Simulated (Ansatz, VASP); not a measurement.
# SrTiO3 in VASP and in Ansatz

```
Sr Ti O
1.0
     3.90620    0.00000    0.00000
     0.00000    3.90620    0.00000
     0.00000    0.00000    4.39002
Sr Ti O
1 1 3
Direct
  0.50000 0.50000 0.50000
  0.00000 0.00000 0.00000
  0.00000 0.00000 0.50000
  0.00000 0.50000 0.00000
  0.50000 0.00000 0.00000
```

Change from the starting cell: species swapped into the KCrF3 type (P4/mmm, No. 123).

Alike in both runs: task single point; functional PBE; k mesh 4 × 4 × 4; occupations gaussian, width 0.1 eV; collinear spin.

|  | VASP | Ansatz |
| --- | --- | --- |
| version | VASP 6.6.1 | Ansatz 0.2.0 |
| potentials or method | VASP PAW PBE potentials, release 64 (Sr_sv, Ti_sv, O), cutoff 520 eV | scalar-relativistic, plane waves, PAW |
| valence electrons in the cell | 40 | 40 |

Ansatz gave:

| Quantity | Value |
| --- | --- |
| gap on the k mesh at the Fermi level (eV) | 1.47 |
| least direct gap on the mesh (eV) | 1.99 |
| pressure (GPa) | -10.3 |
| traceless stress, the component that is largest in VASP (GPa) | -8.87 |
| net moment per atom (μB) | 0.00 |

Task: Which values does VASP return?

Result: gap on the k mesh at the Fermi level (eV): 1.44; least direct gap on the mesh (eV): 1.97; pressure (GPa): -9.8; traceless stress, the component that is largest in VASP (GPa): -9.11; net moment per atom (μB): 0.00.

The functional is the same, so the differences come from potentials, cutoffs and numerics. Ansatz's warnings: seeded moment not kept.
